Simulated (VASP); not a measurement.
# BeB15N15 (a cell with a defect) (Be_B-V_N) in VASP: a series of runs

The runs below take BeB15N15 (a cell with a defect) (Be_B-V_N) through single point, with PBE.

Program: VASP 6.6.1. These are calculated values, not measurements. Logs are shortened: lines on timing, memory, paths and dates and some standing lists are left out, and cuts for length are marked.

### 1 The cell of the first run

The cell holds a defect, 31 atoms: a = 6.277 Å, b = 6.277 Å, c = 6.277 Å, α = 109.47°, β = 109.47°, γ = 109.47°.

### 2 Single point, PBE, collinear spin

Input file INCAR:

```
SYSTEM = BeB15N15
PREC = Accurate ; ENCUT = 520
EDIFF = 1E-7 ; ISMEAR = -1
SIGMA = 0.01 ; LREAL = Auto
LASPH = .TRUE. ; NELM = 150
ALGO = Normal ; ISIF = 2
LWAVE = .FALSE. ; LCHARG = .FALSE.
ISPIN = 2 ; MAGMOM = 0.2 0.01 0 0.04 0.01 0 0 0 0 0 0 0.04 0 0 0.01 0 0.01 0.01 0.02 0.01 0.01 0 0 0.01 0 0 0 0.02 0 0 0
LORBIT = 11 ; NUPDOWN = 1.0
GGA = PE ; NBANDS = 86
NELECT = 123.0
```

Input file KPOINTS:

```
Automatic mesh
0
Gamma
  1 1 1
  0.25 0.25 0.25
```

Input file POSCAR:

```
BeB15N15
1.0
   -3.6241103844      3.6241103844     -3.6241103844
    3.6241103844      3.6241103844      3.6241103844
    3.6241103844     -3.6241103844     -3.6241103844
B Be N
15 1 15
Direct
    0.0105953172      0.0111700401     -0.0040253524
    0.0031964925      0.2515293711      0.7519106421
    0.0041092326      0.5015520230      0.5011956115
   -0.0119175819      0.7513894099      0.2553051946
    0.2511372520      0.0035594154      0.7519386192
    0.2484464145      0.5046573863      0.2529927827
    0.2502724831      0.7537542177      0.0022272283
    0.5012274536      0.0044849500      0.5011622642
    0.5043057190      0.2488283337      0.2529981678
    0.4954221248      0.4957929151     -0.0028694667
    0.4997847048      0.7502102081      0.7495501558
    0.7513858830     -0.0115237188      0.2550839104
    0.7533533795      0.2506233610      0.0021992037
    0.7498859044      0.5001877360      0.7496009377
    0.7509442058      0.7512947636      0.5044514936
    0.2294886500      0.2298794445      0.4736230371
    0.0013707375      0.2561353755     -0.0004604050
    0.0033353454      0.5031720205      0.7523146534
   -0.0018500923      0.7502525284      0.5036559843
    0.2556883805      0.0017594882     -0.0003664205
    0.2466512118      0.2470139788      0.7565074214
    0.2488752280      0.5114334151      0.4985473036
    0.2467623722      0.7586337343      0.2511464392
    0.5027954160      0.0036709608      0.7523001037
    0.5110517598      0.2492464748      0.4985400791
    0.5015038854      0.5018681690      0.2530452302
    0.5015138327      0.7491248558      0.0017398728
    0.7500099621     -0.0014884633      0.5035668390
    0.7582797624      0.2471386809      0.2511203812
    0.7487509473      0.5018025627      0.0017547826
    0.7525704068      0.7529570503      0.7546143705
```

Potentials or basis: VASP PAW PBE potentials, release 64 (B, Be, N).

Started as:

```console
> cat potpaw_PBE.64/B/POTCAR potpaw_PBE.64/Be/POTCAR potpaw_PBE.64/N/POTCAR > POTCAR
> mpirun -np 1 vasp_std > vasp.out
```

OUTCAR:

```text
SYSTEM = BeB15N15
   PREC = Accurate
   ENCUT = 520
   EDIFF = 1E-7
   ISMEAR = -1
   LREAL = Auto
   LASPH = .TRUE.
   NELM = 150
   ISIF = 2
   ISPIN = 2
   LORBIT = 11
   NUPDOWN = 1.0
   GGA = PE
   NELECT = 123.0

 ion  position               nearest neighbor table
   1  0.011  0.011  0.996-  17 1.55  20 1.55  31 1.59
   2  0.003  0.252  0.752-  21 1.53  17 1.55  18 1.58  28 1.58
   3  0.004  0.502  0.501-  22 1.52  19 1.57  29 1.57  18 1.57
   4  0.988  0.751  0.255-  19 1.54  30 1.56  23 1.62
   5  0.251  0.004  0.752-  21 1.53  20 1.55  24 1.58  19 1.58
   6  0.248  0.505  0.253-  22 1.53  17 1.57  26 1.59  23 1.60
   7  0.250  0.754  0.002-  20 1.55  23 1.56  18 1.56  27 1.59
   8  0.501  0.004  0.501-  25 1.52  28 1.57  23 1.57  24 1.57
   9  0.504  0.249  0.253-  25 1.53  20 1.57  26 1.59  29 1.60
  10  0.495  0.496  0.997-  21 1.55  27 1.57  30 1.57  26 1.58
  11  0.500  0.750  0.750-  22 1.55  31 1.57  24 1.58  27 1.58
  12  0.751  0.988  0.255-  28 1.54  27 1.56  29 1.62
  13  0.753  0.251  0.002-  17 1.55  29 1.56  24 1.56  30 1.59
  14  0.750  0.500  0.750-  25 1.55  31 1.57  18 1.58  30 1.58
  15  0.751  0.751  0.504-  19 1.56  28 1.56  31 1.56  26 1.57
  16  0.229  0.230  0.474-  22 1.68  25 1.68  21 1.71
  17  0.001  0.256  1.000-   2 1.55   1 1.55  13 1.55   6 1.57
  18  0.003  0.503  0.752-   7 1.56   3 1.57   2 1.58  14 1.58
  19  0.998  0.750  0.504-   4 1.54  15 1.56   3 1.57   5 1.58
  20  0.256  0.002  1.000-   5 1.55   7 1.55   1 1.55   9 1.57
  21  0.247  0.247  0.757-   5 1.53   2 1.53  10 1.55  16 1.71
  22  0.249  0.511  0.499-   3 1.52   6 1.53  11 1.55  16 1.68
  23  0.247  0.759  0.251-   7 1.56   8 1.57   6 1.60   4 1.62
  24  0.503  0.004  0.752-  13 1.56   8 1.57   5 1.58  11 1.58
  25  0.511  0.249  0.499-   8 1.52   9 1.53  14 1.55  16 1.68
  26  0.502  0.502  0.253-  15 1.57  10 1.58   9 1.59   6 1.59
  27  0.502  0.749  0.002-  12 1.56  10 1.57  11 1.58   7 1.59
  28  0.750  0.999  0.504-  12 1.54  15 1.56   8 1.57   2 1.58
  29  0.758  0.247  0.251-  13 1.56   3 1.57   9 1.60  12 1.62
  30  0.749  0.502  0.002-   4 1.56  10 1.57  14 1.58  13 1.59
  31  0.753  0.753  0.755-  15 1.56  11 1.57  14 1.57   1 1.59

  LATTYP: Found a body centered cubic cell.
 ALAT       =     7.2482207688

  Lattice vectors:

 A1 = (  -3.6241103844,   3.6241103844,  -3.6241103844)
 A2 = (   3.6241103844,   3.6241103844,   3.6241103844)
 A3 = (   3.6241103844,  -3.6241103844,  -3.6241103844)

Analysis of symmetry for initial positions (statically):
=====================================================================
 Subroutine PRICEL returns:
 Original cell was already a primitive cell.

 Routine SETGRP: Setting up the symmetry group for a
 body centered cubic supercell.

 Subroutine GETGRP returns: Found  1 space group operations
 (whereof  1 operations were pure point group operations)
 out of a pool of 48 trial point group operations.

The static configuration has the point symmetry C_1 .

Analysis of symmetry for dynamics (positions and initial velocities):
=====================================================================
 Subroutine PRICEL returns:
 Original cell was already a primitive cell.

 Routine SETGRP: Setting up the symmetry group for a
 body centered cubic supercell.

 Subroutine GETGRP returns: Found  1 space group operations
 (whereof  1 operations were pure point group operations)
 out of a pool of 48 trial point group operations.

The dynamic configuration has the point symmetry C_1 .

Analysis of structural, dynamic, and magnetic symmetry:
=====================================================================
 Subroutine PRICEL returns:
 Original cell was already a primitive cell.

 Routine SETGRP: Setting up the symmetry group for a
 body centered cubic supercell.

 Subroutine GETGRP returns: Found  1 space group operations
 (whereof  1 operations were pure point group operations)
 out of a pool of 48 trial point group operations.

The overall configuration has the point symmetry C_1 .

 Subroutine INISYM returns: Found  1 space group operations
 (whereof  1 operations are pure point group operations),
 and found     1 'primitive' translations

----------------------------------------------------------------------------------------

                                     Primitive cell

  volume of cell :     190.3988

  direct lattice vectors                    reciprocal lattice vectors
    -3.624110384  3.624110384 -3.624110384     0.000000000  0.137964893 -0.137964893
[... 110 lines left out ...]
 SYSTEM =  BeB15N15
   PREC   = accura    normal or accurate (medium, high low for compatibility)
   ISTART =      0    job   : 0-new  1-cont  2-samecut
   ICHARG =      2    charge: 1-file 2-atom 10-const
   ISPIN  =      2    spin polarized calculation?
   LNONCOLLINEAR =      F non collinear calculations
   LSORBIT =      F    spin-orbit coupling
   LASPH  =      T    aspherical Exc in radial PAW
   ENCUT  =  520.0 eV  38.22 Ry    6.18 a.u.  11.67 11.67 11.67*2*pi/ulx,y,z
   NELM   =    150;   NELMIN=  2; NELMDL= -5     # of ELM steps
   EDIFF  = 0.1E-06   stopping-criterion for ELM
   LREAL  =      T    real-space projection
   EDIFFG = 0.1E-05   stopping-criterion for IOM
   NSW    =      0    number of steps for IOM
   IBRION =     -1    ionic relax: 0-MD 1-quasi-New 2-CG
   NFREE  =      0    steps in history (QN), initial steepest desc. (CG)
   ISIF   =      2    stress and relaxation
   ISYM   =      2    0-nonsym 1-usesym 2-fastsym
   POTIM  = 0.5000    time-step for ionic-motion
   TEBEG  =    0.0;   TEEND  =   0.0 temperature during run
   PSTRESS=    0.0 pullay stress
   NELECT =     123.0000    total number of electrons
   NUPDOWN=       1.0000    fix difference up-down
   EMIN   =  10.00;   EMAX   =-10.00  energy-range for DOS
   EFERMI =   0.00;   METHOD = LEGACY
   ISMEAR =    -1;   SIGMA  =   0.01  broadening in eV -4-tet -1-fermi 0-gaus
   EFERMI_NEDOS =   21; number of points for ismear=-14 and -15
   IALGO  =     38    algorithm
   IMIX   =      4    mixing-type and parameters
     AMIX     =   0.40;   BMIX     =  1.00
     AMIX_MAG =   1.60;   BMIX_MAG =  1.00
  volume/ion in A,a.u.               =       6.14        41.45
  Fermi-wavevector in a.u.,A,eV,Ry     =   1.415213  2.674365 27.250124  2.002828
  Thomas-Fermi vector in A             =   2.536675
   LORBIT       =     11    0 simple, 1 ext, 2 COOP (PROOUT), +10 PAW based schemes
   GGA     = PE    functional components
   LHFCALC =     F    Hartree Fock is set to
   AEXX    =    0.0000 exact exchange contribution
   IVDW    =     0    specifies the selected vdW correction
   LEPSILON=     F    determine dielectric tensor
   LRPA    =     F    only Hartree local field effects (RPA)
 spin polarized calculation
  energy-cutoff  :      520.00
  volume of cell :      190.40
 maximum number of plane-waves:      5072
 NGX is ok and might be reduce to    48
   NGX = 23   NGY = 23   NGZ = 23

 number of electron     123.0000011 magnetization       1.0000002

 Free energy of the ion-electron system (eV)
  ---------------------------------------------------
  ext. energy  EPLUGINS =         0.00000000
  ---------------------------------------------------
  free energy    TOTEN  =      -251.33459655 eV

  energy without entropy =     -251.33459655  energy(sigma->0) =     -251.33459655

 E-fermi :   6.9138     XC(G=0): -12.6213

 val. band max:       10.7342516419   @ k =   0.2500   0.2500   0.2500
 cond. band min:      11.7093665912   @ k =   0.2500   0.2500   0.2500
 fundamental gap:      0.9751149493
 Fermi energy:        10.9903865540

 spin component 1

 k-point     1 :       0.2500    0.2500    0.2500
  band No.  band energies     occupation
      1     -11.8317      1.00000
      2     -11.8082      1.00000
      3     -11.6800      1.00000
      4     -11.0063      1.00000
      5      -8.7940      1.00000
      6      -8.7381      1.00000
[... 65 lines left out ...]
     72      14.9261      0.00000
     73      14.9707      0.00000
 Fermi energy:         6.9138077992

 spin component 2

 k-point     1 :       0.2500    0.2500    0.2500
  band No.  band energies     occupation
      1     -11.7974      1.00000
      2     -11.7910      1.00000
      3     -11.6607      1.00000
      4     -10.9729      1.00000
      5      -8.7597      1.00000
      6      -8.7136      1.00000
[... 65 lines left out ...]
     72      15.0173      0.00000
     73      15.0854      0.00000
 [bands above 73 left out]

------------------------ aborting loop because EDIFF is reached ----------------------------------------

  FORCE on cell =-STRESS in cart. coord.  units (eV):
  Direction    XX          YY          ZZ          XY          YZ          ZX
  --------------------------------------------------------------------------------------
  -------------------------------------------------------------------------------------
  Total       10.7154560     19.5583752     10.7735543     -5.7915751      5.9315218     -1.0629651
  in kB       90.1689467    164.5807787     90.6578351    -48.7352317     49.9128620     -8.9446915
  external PRESSURE =     115.1358535 kB  Pullay stress =       0.0000000 kB

 VOLUME and BASIS-vectors are now :
 -----------------------------------------------------------------------------
  energy-cutoff  :      520.00
  volume of cell :      190.40
      direct lattice vectors                 reciprocal lattice vectors
    -3.624110384  3.624110384 -3.624110384     0.000000000  0.137964893 -0.137964893
     3.624110384  3.624110384  3.624110384     0.137964893  0.137964893  0.000000000
     3.624110384 -3.624110384 -3.624110384     0.137964893  0.000000000 -0.137964893

 POSITION                                       TOTAL-FORCE (eV/Angst)
 -----------------------------------------------------------------------------------
      3.61160     -3.53064     -3.60744         0.003291     -0.012133     -0.014950
      3.62499     -1.80185     -1.82502        -0.007985      0.006359      0.012696
      3.61918      0.01618     -0.01360         0.005725     -0.005406     -0.001928
      0.06745      5.37878     -1.78306         0.002934      0.037514      0.020683
      1.82786     -1.80206     -3.62236        -0.012864      0.004589      0.004178
      1.84541      1.81246      0.01166        -0.008211      0.009635     -0.005158
[... 23 lines left out ...]
     -0.88861      4.52578     -0.90133        -0.003196     -0.003630      0.001003
      2.73621      2.72139     -2.73340         0.004693     -0.000292     -0.002365
 -----------------------------------------------------------------------------------
    total drift:                               -0.007757      0.001377      0.003796

  FREE ENERGIE OF THE ION-ELECTRON SYSTEM (eV)
  ---------------------------------------------------
  free  energy   TOTEN  =      -251.3345965549 eV

  energy  without entropy=     -251.3345965549  energy(sigma->0) =     -251.33459655

 total charge

# of ion       s       p       d       tot
------------------------------------------
    1        0.664   1.325   0.000   1.989
    2        0.681   1.389   0.000   2.070
    3        0.681   1.387   0.000   2.069
    4        0.660   1.249   0.000   1.909
    5        0.681   1.388   0.000   2.069
    6        0.675   1.355   0.000   2.029
[... 23 lines left out ...]
   30        1.211   2.756   0.000   3.968
   31        1.210   2.756   0.000   3.966
--------------------------------------------------
tot         28.759  62.665   0.000  91.423

 magnetization (x)

# of ion       s       p       d       tot
------------------------------------------
    1        0.055   0.262   0.000   0.317
    2        0.002   0.009   0.000   0.011
    3        0.001   0.005   0.000   0.006
    4        0.013   0.054   0.000   0.068
    5        0.002   0.009   0.000   0.011
    6        0.001   0.002   0.000   0.003
[... 23 lines left out ...]
   30        0.000   0.000   0.000   0.000
   31       -0.001  -0.001   0.000  -0.001
--------------------------------------------------
tot          0.104   0.503   0.000   0.607
```

Wall time 2 min (1 thread of Intel Xeon Platinum 8259CL at 2.50GHz (Skylake/Cascade Lake), shared host); peak memory 0.4 GiB.

What came out:

```yaml
Free_energy: -251.3346 eV
Largest_force: 0.043 eV/Å
Net_moment: 1.00 μB per cell
Site_moments: B +0.32, +0.01, +0.07, +0.00, +0.06; Be +0.00; N +0.01, +0.00, -0.00 μB
Valence_electrons_inside_the_program's_atomic_spheres: B 1.99, 2.07, 1.91, 2.03, 2.05; Be 1.30; N 4.00, 3.98, 3.99, 4.01, 3.95, 3.96, 3.97
```

Forces on the atoms (eV/Å):
```
B    0.003 -0.012 -0.015
B   -0.008  0.006  0.013
B    0.006 -0.005 -0.002
B    0.003  0.038  0.021
B   -0.013  0.005  0.004
B   -0.008  0.010 -0.005
B   -0.007 -0.003 -0.006
B    0.000 -0.008 -0.006
B    0.006  0.004  0.010
B   -0.003  0.004 -0.002
B    0.006  0.000 -0.009
B   -0.009  0.021 -0.009
B    0.006  0.001  0.010
B    0.008 -0.001 -0.005
B   -0.001 -0.001  0.002
Be  -0.019 -0.019  0.016
N    0.006 -0.007 -0.005
N    0.000 -0.006  0.003
N    0.008 -0.004 -0.003
N    0.007 -0.003 -0.002
N    0.004  0.003 -0.002
N    0.002  0.005 -0.004
N    0.002 -0.012  0.003
N   -0.002 -0.004  0.001
N    0.004  0.008 -0.005
N   -0.001 -0.003  0.001
N    0.000  0.000  0.005
N    0.002  0.000 -0.002
N   -0.005 -0.012 -0.003
N   -0.003 -0.004  0.001
N    0.005  0.000 -0.002
```

Caveat: the k points lie up to 1.23 Å⁻¹ apart; the cell carries a net charge on a neutralising background, which shifts energy and pressure; the cell is charged against a uniform background, so pressure and absolute levels hang on convention; the total moment is fixed, so each spin has its own Fermi level.

(Continued in part 2 of 2.)
